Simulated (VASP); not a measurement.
# Bi in VASP: notebook, part 2 of 3

VASP 6.6.1.

### Step 3. Single point, PBE

File INCAR:

```
ALGO     = Normal         # electronic algorithm
DIPOL    = 0.5 0.5 0.500
EDIFF    = 1E-7           # SCF threshold, eV
ENCUT    = 520            # plane-wave cutoff, eV
GGA      = PE             # functional
IDIPOL   = 3            
ISIF     = 2              # what is computed and relaxed
ISMEAR   = 0              # smearing method
LASPH    = True           # aspherical terms in the spheres
LCHARG   = True           # write CHGCAR
LDIPOL   = True         
LELF     = True           # ELF
LREAL    = False          # projectors in reciprocal space
LVACPOTAV= True         
LVHAR    = True         
LWAVE    = False          # write WAVECAR
NBANDS   = 22             # bands
NELM     = 100            # most SCF steps
PREC     = Accurate       # precision mode
SIGMA    = 0.02           # smearing width, eV
```

File KPOINTS:

```
k-points
0
Gamma
  9 9 1
```

File POSCAR:

```
Bi
1.0
    4.3490000000      0.0000000000      0.0000000000
   -2.1745000000      3.7663444811      0.0000000000
    0.0000000000      0.0000000000     28.0000000000
Bi
2
Direct
    0.3333333333      0.6666666667      0.5066071429
    0.6666666667      0.3333333333      0.4933928571
```

Potentials or basis: VASP PAW PBE potentials, release 64 (Bi_d).

The run is started by

```sh
> cat potpaw_PBE.64/Bi_d/POTCAR > POTCAR
> mpirun -np 1 vasp_std > vasp.out
```

OUTCAR:

```text
EDIFF = 1E-7
   ENCUT = 520
   GGA = PE
   ISIF = 2
   ISMEAR = 0
   LASPH = True
   LREAL = False
   NELM = 100
   PREC = Accurate

 ion  position               nearest neighbor table
   1  0.333  0.667  0.507-   2 2.54   2 2.54   2 2.54
   2  0.667  0.333  0.493-   1 2.54   1 2.54   1 2.54

  LATTYP: Found a hexagonal cell.
 ALAT       =     4.3490000000
 C/A-ratio  =     6.4382616693

  Lattice vectors:

 A1 = (   4.3490000000,   0.0000000000,   0.0000000000)
 A2 = (  -2.1745000000,   3.7663444811,   0.0000000000)
 A3 = (   0.0000000000,   0.0000000000,  28.0000000000)

Analysis of symmetry for initial positions (statically):
=====================================================================
 Subroutine PRICEL returns:
 Original cell was already a primitive cell.

 Routine SETGRP: Setting up the symmetry group for a
 hexagonal supercell.

 Subroutine GETGRP returns: Found 12 space group operations
 (whereof 12 operations were pure point group operations)
 out of a pool of 24 trial point group operations.

The static configuration has the point symmetry D_3d.

Analysis of symmetry for dynamics (positions and initial velocities):
=====================================================================
 Subroutine PRICEL returns:
 Original cell was already a primitive cell.

 Routine SETGRP: Setting up the symmetry group for a
 hexagonal supercell.

 Subroutine GETGRP returns: Found 12 space group operations
 (whereof 12 operations were pure point group operations)
 out of a pool of 24 trial point group operations.

The dynamic configuration has the point symmetry D_3d.

 Subroutine INISYM returns: Found 12 space group operations
 (whereof 12 operations are pure point group operations),
 and found     1 'primitive' translations

----------------------------------------------------------------------------------------

                                     Primitive cell

  volume of cell :     458.6353

  direct lattice vectors                    reciprocal lattice vectors
     4.349000000  0.000000000  0.000000000     0.229937917  0.132754718  0.000000000
    -2.174500000  3.766344481  0.000000000     0.000000000  0.265509436  0.000000000
     0.000000000  0.000000000 28.000000000     0.000000000  0.000000000  0.035714286

  length of vectors
     4.349000000  4.349000000 28.000000000     0.265509436  0.265509436  0.035714286

  position of ions in fractional coordinates (direct lattice)
     0.333333333  0.666666667  0.506607143
     0.666666667  0.333333333  0.493392857

  ion indices of the primitive-cell ions
   primitive index   ion index
                 1           1
                 2           2

----------------------------------------------------------------------------------------

 KPOINTS: k-points

Automatic generation of k-mesh.
 Grid dimensions read from file:
 generate k-points for:    9    9    1

 Generating k-lattice:

  Cartesian coordinates                     Fractional coordinates (reciprocal lattice)
     0.025548657  0.014750524  0.000000000     0.111111111  0.000000000  0.000000000
     0.000000000  0.029501048  0.000000000     0.000000000  0.111111111  0.000000000
     0.000000000  0.000000000  0.035714286     0.000000000  0.000000000  1.000000000

  Length of vectors
     0.029501048  0.029501048  0.035714286

  Shift w.r.t. Gamma in fractional coordinates (k-lattice)
     0.000000000  0.000000000  0.000000000

 Subroutine IBZKPT returns following result:
 ===========================================

 Found     12 irreducible k-points:

 Following reciprocal coordinates:
            Coordinates               Weight
  0.000000  0.000000  0.000000      1.000000
  0.111111  0.000000  0.000000      6.000000
  0.222222 -0.000000  0.000000      6.000000
  0.333333  0.000000  0.000000      6.000000
  0.444444 -0.000000  0.000000      6.000000
  0.111111  0.111111  0.000000      6.000000
  0.222222  0.111111  0.000000     12.000000
  0.333333  0.111111  0.000000     12.000000
  0.444444  0.111111  0.000000      6.000000
  0.222222  0.222222  0.000000      6.000000
  0.333333  0.222222  0.000000     12.000000
  0.333333  0.333333  0.000000      2.000000
   k-points           NKPTS =     12   k-points in BZ     NKDIM =     12   number of bands    NBANDS=     22
   number of dos      NEDOS =    301   number of ions     NIONS =      2
   total plane-waves  NPLWV = 215040
   dimension x,y,z NGX =    32 NGY =   32 NGZ =  210
   dimension x,y,z NGXF=    64 NGYF=   64 NGZF=  420
   ions per type =               2
   NGX,Y,Z   is equivalent  to a cutoff of  12.23, 12.23, 12.47 a.u.
   NGXF,Y,Z  is equivalent  to a cutoff of  24.46, 24.46, 24.94 a.u.
 SYSTEM =  unknown system
   PREC   = accura    normal or accurate (medium, high low for compatibility)
   ISTART =      0    job   : 0-new  1-cont  2-samecut
   ICHARG =      2    charge: 1-file 2-atom 10-const
   ISPIN  =      1    spin polarized calculation?
   LNONCOLLINEAR =      F non collinear calculations
   LSORBIT =      F    spin-orbit coupling
   LASPH  =      T    aspherical Exc in radial PAW
   ENCUT  =  520.0 eV  38.22 Ry    6.18 a.u.   8.09  8.09 52.06*2*pi/ulx,y,z
   NELM   =    100;   NELMIN=  2; NELMDL= -5     # of ELM steps
   EDIFF  = 0.1E-06   stopping-criterion for ELM
   LREAL  =      F    real-space projection
   EDIFFG = 0.1E-05   stopping-criterion for IOM
   NSW    =      0    number of steps for IOM
   IBRION =     -1    ionic relax: 0-MD 1-quasi-New 2-CG
   NFREE  =      0    steps in history (QN), initial steepest desc. (CG)
   ISIF   =      2    stress and relaxation
   ISYM   =      2    0-nonsym 1-usesym 2-fastsym
   POTIM  = 0.5000    time-step for ionic-motion
   TEBEG  =    0.0;   TEEND  =   0.0 temperature during run
   PSTRESS=    0.0 pullay stress
   NELECT =      30.0000    total number of electrons
   NUPDOWN=      -1.0000    fix difference up-down
   EMIN   =  10.00;   EMAX   =-10.00  energy-range for DOS
   EFERMI =   0.00;   METHOD = LEGACY
   ISMEAR =     0;   SIGMA  =   0.02  broadening in eV -4-tet -1-fermi 0-gaus
   EFERMI_NEDOS =   21; number of points for ismear=-14 and -15
   IALGO  =     38    algorithm
   IMIX   =      4    mixing-type and parameters
     AMIX     =   0.40;   BMIX     =  1.00
     AMIX_MAG =   1.60;   BMIX_MAG =  1.00
  volume/ion in A,a.u.               =     229.32      1547.51
  Fermi-wavevector in a.u.,A,eV,Ry     =   0.659618  1.246498  5.919846  0.435096
  Thomas-Fermi vector in A             =   1.731810
   LORBIT       =      0    0 simple, 1 ext, 2 COOP (PROOUT), +10 PAW based schemes
   GGA     = PE    functional components
   LHFCALC =     F    Hartree Fock is set to
   AEXX    =    0.0000 exact exchange contribution
   IVDW    =     0    specifies the selected vdW correction
   LEPSILON=     F    determine dielectric tensor
   LRPA    =     F    only Hartree local field effects (RPA)
 non-spin polarized calculation
 Gauss-broadening in eV      SIGMA  =   0.02
  energy-cutoff  :      520.00
  volume of cell :      458.64
 maximum number of plane-waves:     12380
   NGX = 17   NGY = 17   NGZ =105

 number of electron      30.0000000 magnetization

 dipolmoment           0.000000      0.000000     -0.000000 electrons x Angstroem

 Free energy of the ion-electron system (eV)
  ---------------------------------------------------
  ext. energy  EPLUGINS =         0.00000000
  ---------------------------------------------------
  free energy    TOTEN  =        -3.15939568 eV

  energy without entropy =       -3.15833006  energy(sigma->0) =       -3.15886287

 E-fermi :  -2.3449     XC(G=0):  -1.7534

 val. band max:       -2.3654004315   @ k =   0.2222   0.1111   0.0000
 cond. band min:      -2.3300424103   @ k =   0.4444   0.1111   0.0000
 fundamental gap:      0.0353580212
 Fermi energy:        -2.3448875772

 k-point     1 :       0.0000    0.0000    0.0000
  band No.  band energies     occupation
      1     -26.2345      2.00000
      2     -26.2345      2.00000
      3     -26.0556      2.00000
      4     -25.9326      2.00000
      5     -25.9326      2.00000
      6     -25.4072      2.00000
[... 274 lines left out ...]
      6     -25.6128      2.00000
[... 14 lines left out ...]
     21       3.3471      0.00000
     22       4.6268      0.00000

------------------------ aborting loop because EDIFF is reached ----------------------------------------

 vacuum level on the upper side and lower side of the slab       (xc-potential included)        -0.095        -0.095

  FORCE on cell =-STRESS in cart. coord.  units (eV):
  Direction    XX          YY          ZZ          XY          YZ          ZX
  --------------------------------------------------------------------------------------
  -------------------------------------------------------------------------------------
  Total       23.0201530     23.0201530      0.9016566     -0.0000000      0.0000000      0.0000000
  in kB       80.4176373     80.4176373      3.1498092     -0.0000000      0.0000000      0.0000000
  external PRESSURE =      54.6616946 kB  Pullay stress =       0.0000000 kB

 VOLUME and BASIS-vectors are now :
 -----------------------------------------------------------------------------
  energy-cutoff  :      520.00
  volume of cell :      458.64
      direct lattice vectors                 reciprocal lattice vectors
     4.349000000  0.000000000  0.000000000     0.229937917  0.132754718  0.000000000
    -2.174500000  3.766344481  0.000000000     0.000000000  0.265509436  0.000000000
     0.000000000  0.000000000 28.000000000     0.000000000  0.000000000  0.035714286

 POSITION                                       TOTAL-FORCE (eV/Angst)
 -----------------------------------------------------------------------------------
     -0.00000      2.51090     14.18500        -0.000000      0.000000      2.529495
      2.17450      1.25545     13.81500         0.000000     -0.000000     -2.529495
 -----------------------------------------------------------------------------------
    total drift:                               -0.000000      0.000000     -0.000000

  FREE ENERGIE OF THE ION-ELECTRON SYSTEM (eV)
  ---------------------------------------------------
  free  energy   TOTEN  =        -3.1593956806 eV

  energy  without entropy=       -3.1583300557  energy(sigma->0) =       -3.15886287

 vacuum level on the upper side and lower side of the slab         1.614         1.614
```

Run time: 2 min. Hardware: 1 thread of Intel Xeon 6975P-C (Granite Rapids), shared host; peak memory 0.5 GiB.

Results:

| Item | Value |
| --- | --- |
| Free energy | -3.1594 eV |
| Largest force | 2.529 eV/Å |
| Band gap on the k mesh | zero (band 15 reaches -2.03 eV, above the bottom of band 16 at -2.47 eV) |
| Work function of the upper face | 3.96 eV |
| Work function of the lower face | 3.96 eV |

Forces on the atoms (eV/Å):
```
Bi   0.000  0.000  2.529
Bi   0.000  0.000 -2.529
```

Caveat: spin-orbit coupling is left out, which moves the levels of the heavy elements.

### Step 4. Single point, PBE

File INCAR:

```
PREC     = Accurate       # precision mode
ENCUT    = 520            # plane-wave cutoff, eV
EDIFF    = 1E-6           # SCF threshold, eV
ISMEAR   = 0              # smearing method
SIGMA    = 0.02           # smearing width, eV
LREAL    = False          # projectors in reciprocal space
LASPH    = True           # aspherical terms in the spheres
NELM     = 80             # most SCF steps
ALGO     = Normal         # electronic algorithm
ISIF     = 2              # what is computed and relaxed
LWAVE    = False          # write WAVECAR
LCHARG   = False          # write CHGCAR
LDIPOL   = True         
IDIPOL   = 3            
DIPOL    = 0.5 0.5 0.500
GGA      = PE             # functional
NBANDS   = 22             # bands
```

File KPOINTS:

```
Automatic mesh
0
Gamma
  9 9 1
```

File POSCAR:

```
Bi
1.0
    4.3490000000      0.0000000000      0.0000000000
   -2.1745000000      3.7663444811      0.0000000000
    0.0000000000      0.0000000000     28.0000000000
Bi
2
Direct
    0.3333333333      0.6666666667      0.5198035714
    0.6666666667      0.3333333333      0.4801964286
```

The run is started by

```sh
> cat potpaw_PBE.64/Bi_d/POTCAR > POTCAR
> mpirun -np 1 vasp_std > vasp.out
```

Wall time 1.7 min (1 thread of Intel Xeon 6975P-C (Granite Rapids), shared host); peak memory 0.48 GiB.

The run converged. Its results:

| Quantity | Value |
| --- | --- |
| Free energy | -6.0715 eV |
| Largest force | 4.183 eV/Å |
| Band gap on the k mesh | 0.14 eV, indirect (least direct gap 0.40 eV) |

Forces on the atoms (eV/Å):
```
Bi   0.000  0.000  4.183
Bi   0.000  0.000 -4.183
```

Levels at points of the mesh, in eV from the valence-band top:
| k point | band 11 | band 12 | band 13 | band 14 | band 15 | band 16 | band 17 | band 18 | band 19 | band 20 |
| --- | --- | --- | --- | --- | --- | --- | --- | --- | --- | --- |
| (0.00, 0.00, 0.00) | -14.22 | -7.67 | -1.77 | -1.77 | -1.39 | 0.16 | 2.02 | 2.02 | 3.51 | 3.70 |

Caveat: spin-orbit coupling is left out, which moves the levels of the heavy elements.

(Part 2 of 3 ends here.)
